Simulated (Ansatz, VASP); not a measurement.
# EuSb in VASP and in Ansatz

The input POSCAR:

```
EuSb
1.0
    0.0000000000      3.6334638881      3.6334638881
    3.6334638881      0.0000000000      3.6334638881
    3.6334638881      3.6334638881      0.0000000000
Eu Sb
1 1
Direct
    0.0000000000      0.0000000000      0.0000000000
    0.2500000000      0.2500000000      0.2500000000
```

Contents of INCAR.step1:

```
SYSTEM = EuSb
PREC = Accurate ; ENCUT = 520
ISMEAR = 0 ; SIGMA = 0.05
LREAL = .False. ; LASPH = .True.
NELM = 150 ; ISPIN = 2
MAGMOM = 6 0 ; LMAXMIX = 6
NBANDS = 22 ; GGA = PE
ALGO = Normal ; EDIFF = 1E-4
LWAVE = .True. ; LCHARG = .False.
```

INCAR.step2

```
SYSTEM = EuSb
PREC = Accurate ; ENCUT = 520
EDIFF = 1E-6 ; ISMEAR = 0
SIGMA = 0.05 ; LREAL = .False.
LASPH = .True. ; NELM = 150
ALGO = Normal ; ISIF = 2
LWAVE = .False. ; LCHARG = .False.
ISPIN = 2 ; MAGMOM = 6 0
LORBIT = 11 ; LMAXMIX = 6
METAGGA = R2SCAN ; LMIXTAU = .True.
NBANDS = 22 ; ISTART = 1
```

File KPOINTS:

```
Automatic mesh
0
Gamma
  8 8 8
  0 0 0
```

Input for Ansatz:

```yaml
crystal:
  lattice:
    - [0.0, 3.6334638881, 3.6334638881]
    - [3.6334638881, 0.0, 3.6334638881]
    - [3.6334638881, 3.6334638881, 0.0]
  atoms:
    - { symbol: Eu, position: [0.0, 0.0, 0.0], spin: 6.0 }
    - { symbol: Sb, position: [0.25, 0.25, 0.25] }
basis:
  ecutwfc: 500
  ecutrho_ratio: 4
kpoints:
  mp_grid: { grid: [8, 8, 8] }
hamiltonian:
  xc: r2scan
scf:
  occupations: { method: gaussian, width: 0.05 }
output:
  forces: true
  stress: true
  eigenvalues: true
  populations: true
magnetization:
  spin_polarized: true
```

Alike in both runs: task single point; functional r2SCAN; k mesh 8 × 8 × 8; occupations gaussian, width 0.05 eV; collinear spin.

```csv
,VASP,Ansatz
version,VASP 6.6.1,Ansatz 0.2.0
potentials or method,"VASP PAW PBE potentials, release 64 (Eu, Sb), cutoff 520 eV","scalar-relativistic, plane waves, PAW"
valence electrons in the cell,22,32
```

Ansatz gave:

* gap on the k mesh at the Fermi level (eV): none
* pressure (GPa): -0.1
* net moment per atom (μB): 3.00
* size of the moment on the site where the two differ most (μB): 6.62

**Question.** Estimate VASP's values.

**Answer.** gap on the k mesh at the Fermi level (eV): none; pressure (GPa): -0.2; net moment per atom (μB): 3.00; size of the moment on the site where the two differ most (μB): 6.34.

VASP's potentials were made for PBE, not for r2SCAN. Site moments also hang on the region over which each program counts them. A gap of «none» marks a metal or a gap that the smearing closes. VASP's potentials hold 22 valence electrons a cell and Ansatz's 32, so a difference there can come from the potentials and not from the codes. Ansatz's warnings: given moment on shells, stability check not made.

Spin-orbit coupling is off throughout.
